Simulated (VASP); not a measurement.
Write the native input for VASP 6.6.1 that does the following.

```yaml
Task: single point
Functional: LDA
Potentials_or_basis: VASP PAW LDA potentials, release 64 (Si, O)
Cutoff: 520 eV
k_mesh: 6 × 6 × 8
Occupations: gaussian, width 0.01 eV
Spin: no spin polarisation
Dipole_correction: no
Further_INCAR_settings: ALGO = Normal; EDIFF = 1e-06; NBANDS = 25
```

The structure of SiO2 (Stishovite) lies in POSCAR:

```
SiO2
1.0
    4.0030396338      0.0000000000      0.0000000000
    0.0000000000      4.0030396338      0.0000000000
    0.0000000000      0.0000000000      2.5540184406
Si O
2 4
Direct
    0.0000000000      0.0000000000      0.0000000000
    0.5000000000      0.5000000000      0.5000000000
    0.3059000000      0.3059000000      0.0000000000
    0.1941000000      0.8059000000      0.5000000000
    0.6941000000      0.6941000000      0.0000000000
    0.8059000000      0.1941000000      0.5000000000
```

These files were run (other wordings do the same):

INCAR

```
PREC     = Accurate       # precision mode
ENCUT    = 520            # plane-wave cutoff, eV
EDIFF    = 1E-6           # SCF threshold, eV
ISMEAR   = 0              # smearing method
SIGMA    = 0.01           # smearing width, eV
LREAL    = False          # projectors in reciprocal space
LASPH    = True           # aspherical terms in the spheres
NELM     = 100            # most SCF steps
ALGO     = Normal         # electronic algorithm
ISIF     = 2              # what is computed and relaxed
LWAVE    = False          # write WAVECAR
LCHARG   = False          # write CHGCAR
GGA      = CA             # functional
NBANDS   = 25             # bands
```

KPOINTS

```
regular mesh
0
Gamma
  6 6 8
```

Potentials or basis: VASP PAW LDA potentials, release 64 (Si, O).

Launch:

```sh
$ cat potpaw_LDA.64/Si/POTCAR potpaw_LDA.64/O/POTCAR > POTCAR
$ mpirun -np 1 vasp_std > vasp.out
```

It gave:

| Quantity | Value |
| --- | --- |
| Pressure | 51.6 GPa |
| Largest force | 1.001 eV/Å |
| Band gap on the k mesh | 6.85 eV, direct |

Caveat: forces of over 1 eV/Å act on the atoms, so gaps and moduli don't describe the material at rest.

Wall time 48 s on 1 thread of Intel(R) Xeon(R) Platinum 8488C (Sapphire Rapids), on a shared host, peak memory 0.15 GiB.
